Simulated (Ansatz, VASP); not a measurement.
# Two plane-wave programs on B

```
B
1.0
     0.00000    2.02619    2.02619
     2.02619    0.00000    2.02619
     2.02619    2.02619    0.00000
B
2
Direct
  0.12500 0.12500 0.12500
  0.87500 0.87500 0.87500
```

Alike in both runs: functional PBE; k mesh 13 × 13 × 13; occupations fermi-dirac, width 0.1 eV; no spin polarisation.

Ansatz relaxed the structure, and its values are those at the end. VASP's run is a single point on that final structure, the one shown.

```csv
,VASP,Ansatz
version,VASP 6.6.1,Ansatz 0.2.0
potentials or method,"VASP PAW PBE potentials, release 64 (B), cutoff 520 eV","plane waves (420 eV) with PAW, scalar-relativistic"
valence electrons in the cell,6,6
```

```csv
,VASP,Ansatz,Ansatz less VASP
pressure (GPa),0.0,0.0,0.00
```

With one functional, cell and mesh, what is left measures potentials, basis and numerics.
